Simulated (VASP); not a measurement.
Wanted: the native input for a VASP 6.6.1 run.

| Property | Result |
| --- | --- |
| Task | single point |
| Functional | PBEsol |
| Potentials or basis | VASP PAW PBE potentials, release 64 (Bi_d) |
| Cutoff | 520 eV |
| k mesh | 10 × 10 × 10 |
| Occupations | gaussian, width 0.1 eV |
| Spin | no spin polarisation |
| Dipole correction | no |
| Further INCAR settings | ALGO = Normal; EDIFF = 1e-06; NBANDS = 14 |

The structure of Bi lies in POSCAR:

```
Bi
1.0
   -1.9636593611      1.9636593611      1.9636593611
    1.9636593611     -1.9636593611      1.9636593611
    1.9636593611      1.9636593611     -1.9636593611
Bi
1
Direct
    0.0000000000      0.0000000000      0.0000000000
```

One way to write it, as run:

INCAR

```
PREC = Accurate ; ENCUT = 520
EDIFF = 1E-6 ; ISMEAR = 0
SIGMA = 0.1 ; LREAL = F
LASPH = T ; NELM = 60
ALGO = Normal ; ISIF = 2
LWAVE = F ; LCHARG = F
GGA = PS ; NBANDS = 14
```

KPOINTS

```
Automatic mesh
0
Gamma
  10 10 10
```

Potentials or basis: VASP PAW PBE potentials, release 64 (Bi_d).

The run is started by

```sh
$ cat potpaw_PBE.64/Bi_d/POTCAR > POTCAR
$ mpirun -np 1 vasp_std > vasp.out
```

It gave:

```
Pressure : -0.4 GPa
```

Caveat: the PAW data sets were made with another functional, which shifts forces and pressure a little.

Run time: 13 s on 1 thread of AMD EPYC 7R13 (shared host), peak memory 0.16 GiB.
